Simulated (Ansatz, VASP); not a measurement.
## Two plane-wave programs on TiAl

Contents of INCAR:

```
ALGO = Fast
EDIFF = 1E-7
ENCUT = 520
GGA = PS
ISIF = 2
ISMEAR = 0
LASPH = T
LCHARG = F
LREAL = F
LWAVE = F
NBANDS = 14
NELM = 100
PREC = Accurate
SIGMA = 0.15
```

Contents of KPOINTS:

```
k-points
0
Gamma
  21 21 12
```

POSCAR

```
TiAl
1.0
    2.7776009532      0.0000000000      0.0000000000
   -1.3888004766      2.4054729871      0.0000000000
    0.0000000000      0.0000000000      4.9849757086
Ti Al
1 1
Direct
    0.0000000000      0.0000000000      0.0000000000
    0.3333333333      0.6666666667      0.5000000000
```

Input for Ansatz:

```yaml
crystal:
  lattice:
    - [2.7776009532, 0.0, 0.0]
    - [-1.3888004766, 2.4054729871, 0.0]
    - [0.0, 0.0, 4.9849757086]
  atoms:
    - { symbol: Ti, position: [0.0, 0.0, 0.0] }
    - { symbol: Al, position: [0.3333333333, 0.6666666667, 0.5] }
basis:
  ecutwfc: 420
kpoints:
  mp_grid: { grid: [21, 21, 12] }
hamiltonian:
  xc: pbesol
scf:
  occupations: { method: gaussian, width: 0.15 }
output:
  forces: true
  stress: true
  eigenvalues: true
```

Alike in both runs: task single point; functional PBEsol; k mesh 21 × 21 × 12; occupations gaussian, width 0.15 eV; no spin polarisation.

```csv
,VASP,Ansatz
version,VASP 6.6.1,Ansatz 0.2.0
potentials or method,"VASP PAW PBE potentials, release 64 (Ti_sv, Al), cutoff 520 eV","scalar-relativistic, plane waves, PAW"
valence electrons in the cell,15,15
```

|  | VASP | Ansatz | Ansatz less VASP |
| --- | --- | --- | --- |
| gap on the k mesh at the Fermi level (eV) | none | none | - |
| pressure (GPa) | -2.9 | -2.8 | +0.03 |
| traceless stress, the component that is largest in VASP (GPa) | -11.20 | -11.26 | -0.057 |

VASP's potentials were made for PBE, not for PBEsol. A gap of «none» marks a metal or a gap that the smearing closes. With one functional, cell and mesh, what is left measures potentials, basis and numerics.
